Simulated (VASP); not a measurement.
Write the native input for VASP 6.6.1 that does the following.

```yaml
Task: single point
Functional: PBEsol
Potentials_or_basis: VASP PAW PBE potentials, release 64 (Sc_sv, Al)
Cutoff: 520 eV
k_mesh: 10 × 10 × 10
Occupations: gaussian, width 0.1 eV
Spin: no spin polarisation
Dipole_correction: no
Further_INCAR_settings: ALGO = Fast; EDIFF = 1e-07; NBANDS = 26
```

The structure of Sc3Al lies in POSCAR:

```
Sc3Al
1.0
    4.4181126192      0.0000000000      0.0000000000
    0.0000000000      4.4181126192      0.0000000000
    0.0000000000      0.0000000000      4.4181126192
Sc Al
3 1
Direct
    0.5000000000      0.0000000000      0.5000000000
    0.0000000000      0.5000000000      0.5000000000
    0.5000000000      0.5000000000      0.0000000000
    0.0000000000      0.0000000000      0.0000000000
```

This cell differs from its parent crystal: volume scaled by 1.03.

These files were run (other wordings do the same):

INCAR

```
ALGO = Fast ; EDIFF = 1E-7
ENCUT = 520 ; GGA = PS
ISIF = 2 ; ISMEAR = 0
LASPH = T ; LCHARG = F
LREAL = F ; LWAVE = F
NBANDS = 26 ; NELM = 100
PREC = Accurate ; SIGMA = 0.1
```

KPOINTS

```
k-points
0
Gamma
  10 10 10
```

Potentials or basis: VASP PAW PBE potentials, release 64 (Sc_sv, Al).

The run is started by

```console
$ cat potpaw_PBE.64/Sc_sv/POTCAR potpaw_PBE.64/Al/POTCAR > POTCAR
$ mpirun -np 1 vasp_std > vasp.out
```

Results of the run:

The pressure is -1.8 GPa and the band gap on the k mesh is zero (band 18 reaches 4.87 eV, above the bottom of band 19 at 3.54 eV).

Caveat: the PAW data sets were made with another functional, which shifts forces and pressure a little.

Run time: 83 s on 1 thread of Intel(R) Xeon(R) Platinum 8559C (Emerald Rapids), on a shared host, peak memory 0.26 GiB.
